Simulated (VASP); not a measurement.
Input of a VASP 6.6.1 run:

File INCAR:

```
PREC = Accurate ; ENCUT = 520
EDIFF = 1E-6 ; ISMEAR = 0
SIGMA = 0.1 ; LREAL = F
LASPH = T ; NELM = 100
ALGO = Normal ; ISIF = 2
LWAVE = F ; LCHARG = F
GGA = PE ; NBANDS = 14
```

File KPOINTS:

```
Automatic mesh
0
Gamma
  6 6 6
```

POSCAR

```
CsC
1.0
    3.8418156357      0.0000000000      0.0000000000
   -1.9209078179      3.3271099372      0.0000000000
    0.0000000000      0.0000000000      3.7471094820
Cs C
1 1
Direct
    0.0000000000      0.0000000000      0.0000000000
    0.6666666667      0.3333333333      0.5000000000
```

Potentials or basis: VASP PAW PBE potentials, release 64 (Cs_sv, C).

Run with:

```bash
$ cat potpaw_PBE.64/Cs_sv/POTCAR potpaw_PBE.64/C/POTCAR > POTCAR
$ mpirun -np 1 vasp_std > vasp.out
```

Task: Predict the band gap on the k mesh.

Result: Zero (an odd number of electrons rules out a gap without spin polarisation).

Task: What does it give for the pressure?

Result: 5.7 GPa.

Stress tensor (GPa, compression positive):
```
5.28 0.00 0.00
0.00 5.28 0.00
0.00 0.00 6.42
```

Caveat: the cell stands under pressure; spin-orbit coupling is left out, which moves the levels of the heavy elements.
